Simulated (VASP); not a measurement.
Here is a VASP 6.6.1 calculation.

File INCAR:

```
PREC = Accurate
ENCUT = 600
EDIFF = 1E-6
ISMEAR = 0
SIGMA = 0.1
LREAL = False
LASPH = True
NELM = 200
ALGO = Normal
ISIF = 2
LWAVE = False
LCHARG = False
GGA = PE
NBANDS = 28
GGA_COMPAT = False
LMAXMIX = 6
```

KPOINTS

```
Automatic mesh
0
Gamma
  6 6 4
```

The input POSCAR:

```
Tb2PbF
1.0
    5.7348108949      0.0000000036      0.0000000000
   -2.8674054506      4.9664919191      0.0000000000
    0.0000000000      0.0000000000      4.6602941257
Tb Pb F
2 1 1
Direct
    0.3333333333      0.6666666667      0.0000000000
    0.6666666667      0.3333333333      0.0000000000
    0.0000000000      0.0000000000      0.0000000000
    0.0000000000      0.0000000000      0.5000000000
```

Potentials or basis: VASP PAW PBE potentials, release 64 (Tb_3, Pb_d, F), 4f in core.

The run is started by

```console
$ cat potpaw_PBE.64/Tb_3/POTCAR potpaw_PBE.64/Pb_d/POTCAR potpaw_PBE.64/F/POTCAR > POTCAR
$ mpirun -np 1 vasp_std > vasp.out
```

**Question.** Estimate the pressure.

**Answer.** 0.2 GPa.

**Question.** What does it give for the band gap on the k mesh?

**Answer.** Zero (an odd number of electrons rules out a gap without spin polarisation).

Stress tensor (GPa, compression positive):
```
0.26 0.00 0.00
0.00 0.26 0.00
0.00 0.00 0.00
```

Caveat: spin-orbit coupling is left out, which moves the levels of the heavy elements; the 4f electrons are frozen in the core, so they carry no moment and show no levels; the run has no spin polarisation, though such a crystal can be magnetic. Spin polarisation is off, so any magnetic state and its effect on volume and gap are missing.
